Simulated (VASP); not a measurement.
Write the native input for VASP 6.6.1 that does the following.

```
Task                   : single point
Functional             : PBE
Dispersion             : D3(BJ)
Potentials or basis    : VASP PAW PBE potentials, release 64 (H, C, F)
Cutoff                 : 520 eV
k mesh                 : 3 × 3 × 1
Occupations            : gaussian, width 0.05 eV
Spin                   : no spin polarisation
Dipole correction      : no
Further INCAR settings : LREAL = Auto; ALGO = Normal; EDIFF = 1e-06; NBANDS = 55
```

The structure of H5C16F lies in POSCAR:

```
H5C16F
1.0
    5.0487420000      0.0000000000      0.0000000000
    2.5243710000      4.3723390000      0.0000000000
    0.0000000000      0.0000000000     16.6764260000
H C F
5 16 1
Direct
    0.1666667848      0.1666666285      0.0599648870
    0.6666667848      0.1666666285      0.0599648870
    0.1666666285      0.6666667429      0.0599648870
    0.6666666285      0.6666667429      0.0599648870
    0.0757821816      0.5284743475      0.3629301026
    0.1666667848      0.1666666285      0.1259263226
    0.6666667848      0.1666666285      0.1259263226
    0.1666666285      0.6666667429      0.1259263226
    0.6666666285      0.6666667429      0.1259263226
   -0.1666666285      0.3333332571      0.1568252694
    0.3333333715      0.3333332571      0.1568252694
   -0.1666667848      0.8333333715      0.1568252694
    0.3333332152      0.8333333715      0.1568252694
   -0.1645806602      0.3345602891      0.2565360827
    0.3326259110      0.3331152960      0.2537630065
   -0.1659442835      0.8320198868      0.2554188769
    0.3340427349      0.8339774203      0.2568246338
   -0.0000566056      0.0002566132      0.2708028687
    0.5011663834      0.0004944722      0.2726112298
    0.0017672749      0.5000435694      0.2819659320
    0.5004872904      0.4993659000      0.2702397984
    0.2020244341      0.5807255567      0.4088465958
```

The input as run:

INCAR

```
SYSTEM = H5C16F
PREC = Accurate ; ENCUT = 520
EDIFF = 1E-6 ; ISMEAR = 0
SIGMA = 0.05 ; LREAL = Auto
LASPH = .TRUE. ; NELM = 100
ALGO = Normal ; ISIF = 2
LWAVE = .FALSE. ; LCHARG = .FALSE.
GGA = PE ; IVDW = 12
NBANDS = 55
```

KPOINTS

```
Automatic mesh
0
G
  3 3 1
  0 0 0
```

Potentials or basis: VASP PAW PBE potentials, release 64 (H, C, F).

Command:

```bash
$ cat potpaw_PBE.64/H/POTCAR potpaw_PBE.64/C/POTCAR potpaw_PBE.64/F/POTCAR > POTCAR
$ mpirun -np 1 vasp_std > vasp.out
```

It gave:

| Property | Result |
| --- | --- |
| Largest force | 1.764 eV/Å |
| Band gap on the k mesh | zero (bands 38 and 39 overlap by 0.23 eV) |
| Dispersion energy per atom | -0.106 eV |

Caveat: the k points lie up to 0.48 Å⁻¹ apart.

Run time: 3.1 min on 1 thread of AMD EPYC 9R45 96-Core Processor (Zen 5), with other jobs on the host, peak memory 0.46 GiB.
